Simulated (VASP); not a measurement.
# FeCo (Wairauite) (Pm-3m) in VASP: further runs

The runs below take FeCo (Wairauite) through single point, with LDA.

All numbers are computed with VASP 6.6.1; they aren't measurements. Logs are shortened: lines on timing, memory, paths and dates and some standing lists are left out, and cuts for length are marked.

### 1 The cell of the first run

The structure is cubic, space group Pm-3m (No. 221). The conventional cell has a = 2.784 Å, b = 2.784 Å, c = 2.784 Å, α = 90.00°, β = 90.00°, γ = 90.00°. Fe (site symmetry m-3m) has 8 Co at 2.41 Å and 6 Fe at 2.78 Å within 3.2 Å. Co (site symmetry m-3m) has 8 Fe at 2.41 Å and 6 Co at 2.78 Å within 3.2 Å.

### 2 Single point, LDA, collinear spin, ferromagnetic start (volume scaled by 1.020)

The input, INCAR:

```
SYSTEM = FeCo
ALGO     = Normal         ! electronic algorithm
EDIFF    = 1E-6           ! SCF threshold, eV
ENCUT    = 600            ! plane-wave cutoff, eV
GGA_COMPAT= .FALSE.      
ISIF     = 2              ! what is computed and relaxed
ISMEAR   = 0              ! smearing method
ISPIN    = 2              ! spin polarisation
LASPH    = .TRUE.         ! aspherical terms in the spheres
LCHARG   = .FALSE.        ! write CHGCAR
LMAXMIX  = 4              ! l up to which the mixer works
LORBIT   = 11             ! projections on sites
LREAL    = .FALSE.        ! projectors in reciprocal space
LWAVE    = .FALSE.        ! write WAVECAR
MAGMOM   = 2.86 1.94      ! initial moments
NBANDS   = 20             ! bands
NELM     = 200            ! most SCF steps
PREC     = Accurate       ! precision mode
SIGMA    = 0.05           ! smearing width, eV
```

The input, KPOINTS:

```
k-points
0
G
  16 16 16
  0 0 0
```

The input, POSCAR:

```
FeCo
1.0
    2.7837235970      0.0000000000      0.0000000000
    0.0000000000      2.7837235970      0.0000000000
    0.0000000000      0.0000000000      2.7837235970
Fe Co
1 1
Direct
    0.5000000000      0.5000000000      0.5000000000
    0.0000000000      0.0000000000      0.0000000000
```

Potentials or basis: VASP PAW LDA potentials, release 64 (Fe, Co).

On the command line:

```console
cat potpaw_LDA.64/Fe/POTCAR potpaw_LDA.64/Co/POTCAR > POTCAR
mpirun -np 1 vasp_std > vasp.out
```

OUTCAR:

```text
SYSTEM = FeCo
   EDIFF = 1E-6
   ENCUT = 600
   ISIF = 2
   ISMEAR = 0
   ISPIN = 2
   LASPH = .TRUE.
   LORBIT = 11
   LREAL = .FALSE.
   NELM = 200
   PREC = Accurate

 ion  position               nearest neighbor table
   1  0.500  0.500  0.500-   2 2.41   2 2.41   2 2.41   2 2.41   2 2.41   2 2.41   2 2.41   2 2.41

   2  0.000  0.000  0.000-   1 2.41   1 2.41   1 2.41   1 2.41   1 2.41   1 2.41   1 2.41   1 2.41

  LATTYP: Found a simple cubic cell.
 ALAT       =     2.7837235970

  Lattice vectors:

 A1 = (   2.7837235970,   0.0000000000,   0.0000000000)
 A2 = (   0.0000000000,   2.7837235970,   0.0000000000)
 A3 = (   0.0000000000,   0.0000000000,   2.7837235970)

Analysis of symmetry for initial positions (statically):
=====================================================================
 Subroutine PRICEL returns:
 Original cell was already a primitive cell.

 Routine SETGRP: Setting up the symmetry group for a
 simple cubic supercell.

 Subroutine GETGRP returns: Found 48 space group operations
 (whereof 48 operations were pure point group operations)
 out of a pool of 48 trial point group operations.

The static configuration has the point symmetry O_h .

Analysis of symmetry for dynamics (positions and initial velocities):
=====================================================================
 Subroutine PRICEL returns:
 Original cell was already a primitive cell.

 Routine SETGRP: Setting up the symmetry group for a
 simple cubic supercell.

 Subroutine GETGRP returns: Found 48 space group operations
 (whereof 48 operations were pure point group operations)
 out of a pool of 48 trial point group operations.

The dynamic configuration has the point symmetry O_h .

Analysis of structural, dynamic, and magnetic symmetry:
=====================================================================
 Subroutine PRICEL returns:
 Original cell was already a primitive cell.

 Routine SETGRP: Setting up the symmetry group for a
 simple cubic supercell.

 Subroutine GETGRP returns: Found 48 space group operations
 (whereof 48 operations were pure point group operations)
 out of a pool of 48 trial point group operations.

The overall configuration has the point symmetry O_h .

 Subroutine INISYM returns: Found 48 space group operations
 (whereof 48 operations are pure point group operations),
 and found     1 'primitive' translations

----------------------------------------------------------------------------------------

                                     Primitive cell

  volume of cell :      21.5714

  direct lattice vectors                    reciprocal lattice vectors
     2.783723597  0.000000000  0.000000000     0.359231068  0.000000000  0.000000000
     0.000000000  2.783723597  0.000000000     0.000000000  0.359231068  0.000000000
     0.000000000  0.000000000  2.783723597     0.000000000  0.000000000  0.359231068

  length of vectors
     2.783723597  2.783723597  2.783723597     0.359231068  0.359231068  0.359231068

  position of ions in fractional coordinates (direct lattice)
     0.500000000  0.500000000  0.500000000
     0.000000000  0.000000000  0.000000000

  ion indices of the primitive-cell ions
   primitive index   ion index
                 1           1
                 2           2

----------------------------------------------------------------------------------------

 KPOINTS: k-points

Automatic generation of k-mesh.
 Grid dimensions read from file:
 generate k-points for:   16   16   16

 Generating k-lattice:

  Cartesian coordinates                     Fractional coordinates (reciprocal lattice)
     0.022451942  0.000000000  0.000000000     0.062500000  0.000000000  0.000000000
     0.000000000  0.022451942  0.000000000     0.000000000  0.062500000  0.000000000
     0.000000000  0.000000000  0.022451942     0.000000000  0.000000000  0.062500000

  Length of vectors
     0.022451942  0.022451942  0.022451942

  Shift w.r.t. Gamma in fractional coordinates (k-lattice)
     0.000000000  0.000000000  0.000000000

 Subroutine IBZKPT returns following result:
 ===========================================

 Found    165 irreducible k-points:

 Following reciprocal coordinates:
            Coordinates               Weight
  0.000000  0.000000  0.000000      1.000000
  0.062500  0.000000  0.000000      6.000000
  0.125000  0.000000  0.000000      6.000000
  0.187500  0.000000  0.000000      6.000000
  0.250000  0.000000  0.000000      6.000000
  0.312500  0.000000  0.000000      6.000000
[... 16 lines left out ...]
  0.437500  0.125000  0.000000     24.000000
  0.500000  0.125000  0.000000     12.000000
 [... further k-points ...]
   k-points           NKPTS =    165   k-points in BZ     NKDIM =    165   number of bands    NBANDS=     20
   number of dos      NEDOS =    301   number of ions     NIONS =      2
   total plane-waves  NPLWV =  13824
   dimension x,y,z NGX =    24 NGY =   24 NGZ =   24
   dimension x,y,z NGXF=    48 NGYF=   48 NGZF=   48
   ions per type =               1   1
   NGX,Y,Z   is equivalent  to a cutoff of  14.33, 14.33, 14.33 a.u.
   NGXF,Y,Z  is equivalent  to a cutoff of  28.67, 28.67, 28.67 a.u.
 SYSTEM =  FeCo
   PREC   = accura    normal or accurate (medium, high low for compatibility)
   ISTART =      0    job   : 0-new  1-cont  2-samecut
   ICHARG =      2    charge: 1-file 2-atom 10-const
   ISPIN  =      2    spin polarized calculation?
   LNONCOLLINEAR =      F non collinear calculations
   LSORBIT =      F    spin-orbit coupling
   LASPH  =      T    aspherical Exc in radial PAW
   ENCUT  =  600.0 eV  44.10 Ry    6.64 a.u.   5.56  5.56  5.56*2*pi/ulx,y,z
   NELM   =    200;   NELMIN=  2; NELMDL= -5     # of ELM steps
   EDIFF  = 0.1E-05   stopping-criterion for ELM
   LREAL  =      F    real-space projection
   EDIFFG = 0.1E-04   stopping-criterion for IOM
   NSW    =      0    number of steps for IOM
   IBRION =     -1    ionic relax: 0-MD 1-quasi-New 2-CG
   NFREE  =      0    steps in history (QN), initial steepest desc. (CG)
   ISIF   =      2    stress and relaxation
   ISYM   =      2    0-nonsym 1-usesym 2-fastsym
   POTIM  = 0.5000    time-step for ionic-motion
   TEBEG  =    0.0;   TEEND  =   0.0 temperature during run
   PSTRESS=    0.0 pullay stress
   NELECT =      17.0000    total number of electrons
   NUPDOWN=      -1.0000    fix difference up-down
   EMIN   =  10.00;   EMAX   =-10.00  energy-range for DOS
   EFERMI =   0.00;   METHOD = LEGACY
   ISMEAR =     0;   SIGMA  =   0.05  broadening in eV -4-tet -1-fermi 0-gaus
   EFERMI_NEDOS =   21; number of points for ismear=-14 and -15
   IALGO  =     38    algorithm
   IMIX   =      4    mixing-type and parameters
     AMIX     =   0.40;   BMIX     =  1.00
     AMIX_MAG =   1.60;   BMIX_MAG =  1.00
  volume/ion in A,a.u.               =      10.79        72.79
  Fermi-wavevector in a.u.,A,eV,Ry     =   1.512162  2.857572 31.111549  2.286634
  Thomas-Fermi vector in A             =   2.622123
   LORBIT       =     11    0 simple, 1 ext, 2 COOP (PROOUT), +10 PAW based schemes
   GGA     = CA    functional components
   LHFCALC =     F    Hartree Fock is set to
   AEXX    =    0.0000 exact exchange contribution
   IVDW    =     0    specifies the selected vdW correction
   LEPSILON=     F    determine dielectric tensor
   LRPA    =     F    only Hartree local field effects (RPA)
 spin polarized calculation
 Gauss-broadening in eV      SIGMA  =   0.05
  energy-cutoff  :      600.00
  volume of cell :       21.57
 maximum number of plane-waves:       739
 NGX is ok and might be reduce to    24
   NGX = 11   NGY = 11   NGZ = 11

 number of electron      17.0000004 magnetization       4.3235225

 Free energy of the ion-electron system (eV)
  ---------------------------------------------------
  ext. energy  EPLUGINS =         0.00000000
  ---------------------------------------------------
  free energy    TOTEN  =       -17.26397071 eV

  energy without entropy =      -17.26160201  energy(sigma->0) =      -17.26278636

 E-fermi :   8.5441     XC(G=0): -13.7359

 val. band max:        8.5406633933   @ k =   0.5000   0.1250   0.0625
 cond. band min:       8.5444776174   @ k =   0.4375   0.2500   0.0000
 fundamental gap:      0.0038142241
 Fermi energy:         8.5441118446

 spin component 1

 k-point     1 :       0.0000    0.0000    0.0000
  band No.  band energies     occupation
      1      -0.8091      1.00000
      2       3.0321      1.00000
      3       3.0321      1.00000
      4       5.5352      1.00000
      5       5.5352      1.00000
      6       5.5352      1.00000
[... 12 lines left out ...]
     19      33.6660      0.00000
     20      33.6660      0.00000

 k-point     2 :       0.0625    0.0000    0.0000
  band No.  band energies     occupation
      1      -0.7254      1.00000
      2       3.0677      1.00000
      3       3.0685      1.00000
      4       5.5344      1.00000
      5       5.5344      1.00000
      6       5.5578      1.00000
[... 12 lines left out ...]
     19      33.5956      0.00000
     20      33.5956      0.00000
[... 465 lines left out ...]
      3       4.5768      1.00000
      4       5.1564      1.00000
      5       5.3983      1.00000
      6       5.7481      1.00000
[... 12 lines left out ...]
     19      30.2021      0.00000
     20      32.1612      0.00000

 k-point    24 :       0.5000    0.1250    0.0000
  band No.  band energies     occupation
      1       3.1983      1.00000
      2       3.2415      1.00000
      3       4.8493      1.00000
      4       4.9195      1.00000
      5       5.5420      1.00000
      6       5.5500      1.00000
[... 12 lines left out ...]
     19      30.9311      0.00000
     20      31.2778      0.00000

 [... further k-points ...]

 spin component 2

 k-point     1 :       0.0000    0.0000    0.0000
  band No.  band energies     occupation
      1      -0.4380      1.00000
      2       4.5889      1.00000
      3       4.5889      1.00000
      4       7.2784      1.00000
      5       7.2784      1.00000
      6       7.2784      1.00000
[... 12 lines left out ...]
     19      33.8371      0.00000
     20      33.8371      0.00000

 k-point     2 :       0.0625    0.0000    0.0000
  band No.  band energies     occupation
      1      -0.3538      1.00000
      2       4.6212      1.00000
      3       4.6290      1.00000
      4       7.2743      1.00000
      5       7.2743      1.00000
      6       7.3014      1.00000
[... 12 lines left out ...]
     19      33.7954      0.00000
     20      33.7954      0.00000
[... 465 lines left out ...]
      3       6.2350      1.00000
      4       6.8808      1.00000
      5       7.0372      1.00000
      6       7.4477      1.00000
[... 12 lines left out ...]
     19      30.7917      0.00000
     20      32.7333      0.00000

 k-point    24 :       0.5000    0.1250    0.0000
  band No.  band energies     occupation
      1       3.9066      1.00000
      2       4.0553      1.00000
      3       6.4421      1.00000
      4       6.7418      1.00000
      5       7.0914      1.00000
      6       7.3452      1.00000
[... 12 lines left out ...]
     19      31.4795      0.00000
     20      31.8825      0.00000

 [... further k-points ...]
[... 5 lines left out ...]
  --------------------------------------------------------------------------------------
  -------------------------------------------------------------------------------------
  Total       -0.7644505     -0.7644505     -0.7644505      0.0000000      0.0000000     -0.0000000
  in kB      -56.7781989    -56.7781989    -56.7781989      0.0000000      0.0000000     -0.0000000
  external PRESSURE =     -56.7781989 kB  Pullay stress =       0.0000000 kB

 VOLUME and BASIS-vectors are now :
 -----------------------------------------------------------------------------
  energy-cutoff  :      600.00
  volume of cell :       21.57
      direct lattice vectors                 reciprocal lattice vectors
     2.783723597  0.000000000  0.000000000     0.359231068  0.000000000  0.000000000
     0.000000000  2.783723597  0.000000000     0.000000000  0.359231068  0.000000000
     0.000000000  0.000000000  2.783723597     0.000000000  0.000000000  0.359231068

 POSITION                                       TOTAL-FORCE (eV/Angst)
 -----------------------------------------------------------------------------------
      1.39186      1.39186      1.39186         0.000000      0.000000      0.000000
      0.00000      0.00000      0.00000         0.000000      0.000000      0.000000
 -----------------------------------------------------------------------------------
    total drift:                                0.000000      0.000000     -0.000000

  FREE ENERGIE OF THE ION-ELECTRON SYSTEM (eV)
  ---------------------------------------------------
  free  energy   TOTEN  =       -17.2639707061 eV

  energy  without entropy=      -17.2616020069  energy(sigma->0) =      -17.26278636

 total charge

# of ion       s       p       d       tot
------------------------------------------
    1        0.497   0.572   6.240   7.309
    2        0.511   0.555   7.299   8.365
--------------------------------------------------
tot          1.008   1.127  13.539  15.674

 magnetization (x)

# of ion       s       p       d       tot
------------------------------------------
    1       -0.004  -0.028   2.613   2.581
    2       -0.006  -0.032   1.740   1.702
--------------------------------------------------
tot         -0.010  -0.060   4.353   4.283
```

Wall time 86 s (1 thread of AMD EPYC 9R45 (Zen 5), shared host); peak memory 0.21 GiB.

Results:

- Free energy: -17.2640 eV
- Pressure: -5.7 GPa
- Net moment: 4.32 μB per cell
- Site moments: Fe +2.58; Co +1.70 μB
- Valence electrons inside the program's atomic spheres: Fe 7.31; Co 8.37

### 3 Single point, LDA, collinear spin, ferromagnetic start (volume scaled by 1.040)

The input, INCAR:

```
PREC = Accurate
ENCUT = 600
EDIFF = 1E-6
ISMEAR = 0
SIGMA = 0.05
LREAL = F
LASPH = T
NELM = 200
ALGO = Normal
ISIF = 2
LWAVE = F
LCHARG = F
ISPIN = 2
MAGMOM = 2.89 1.94
LORBIT = 11
LMAXMIX = 4
GGA = CA
NBANDS = 20
GGA_COMPAT = F
```

The input, KPOINTS:

```
Automatic mesh
0
Gamma
  16 16 16
```

The input, POSCAR:

```
FeCo
1.0
    2.8018002307      0.0000000000      0.0000000000
    0.0000000000      2.8018002307      0.0000000000
    0.0000000000      0.0000000000      2.8018002307
Fe Co
1 1
Direct
    0.5000000000      0.5000000000      0.5000000000
    0.0000000000      0.0000000000      0.0000000000
```

Potentials or basis: VASP PAW LDA potentials, release 64 (Fe, Co).

On the command line:

```console
cat potpaw_LDA.64/Fe/POTCAR potpaw_LDA.64/Co/POTCAR > POTCAR
mpirun -np 1 vasp_std > vasp.out
```

It took 85 s on 1 thread of AMD EPYC 9R45 (Zen 5), shared host; peak memory 0.22 GiB.

It converged, with:

```
Free energy                                           : -17.2437 eV
Pressure                                              : -9.8 GPa
Net moment                                            : 4.34 μB per cell
Site moments                                          : Fe +2.60; Co +1.70 μB
Valence electrons inside the program's atomic spheres : Fe 7.27; Co 8.33
```

Levels at points of the mesh, in eV from the Fermi level:
Spin up:
| k point | band 8 | band 9 | band 10 | band 11 | band 12 | band 13 | band 14 | band 15 |
| --- | --- | --- | --- | --- | --- | --- | --- | --- |
| (0.00, 0.00, 0.00) | -1.67 | -0.59 | -0.59 | -0.59 | 9.40 | 9.40 | 9.40 | 15.32 |
| (0.50, 0.00, 0.00) | -2.54 | -1.87 | -1.75 | -0.60 | -0.20 | 16.54 | 16.54 | 16.77 |
| (0.50, 0.50, 0.00) | -1.31 | -0.32 | -0.32 | -0.13 | -0.13 | 6.61 | 6.83 | 18.12 |
| (0.50, 0.50, 0.50) | -1.61 | -1.28 | -1.28 | 8.04 | 8.04 | 8.04 | 8.12 | 8.12 |
Spin down:
```tsv
k point	band 3	band 4	band 5	band 6	band 7	band 8	band 9	band 10
(0.00, 0.00, 0.00)	-3.84	-1.23	-1.23	-1.23	0.61	0.61	1.58	1.58
(0.50, 0.00, 0.00)	-1.96	-1.39	-1.14	-1.14	-0.37	-0.37	-0.35	0.63
(0.50, 0.50, 0.00)	-2.43	-2.43	0.23	0.23	0.34	0.35	0.70	1.34
(0.50, 0.50, 0.50)	-2.66	-2.33	-2.33	-2.33	0.39	0.39	1.39	1.39
```
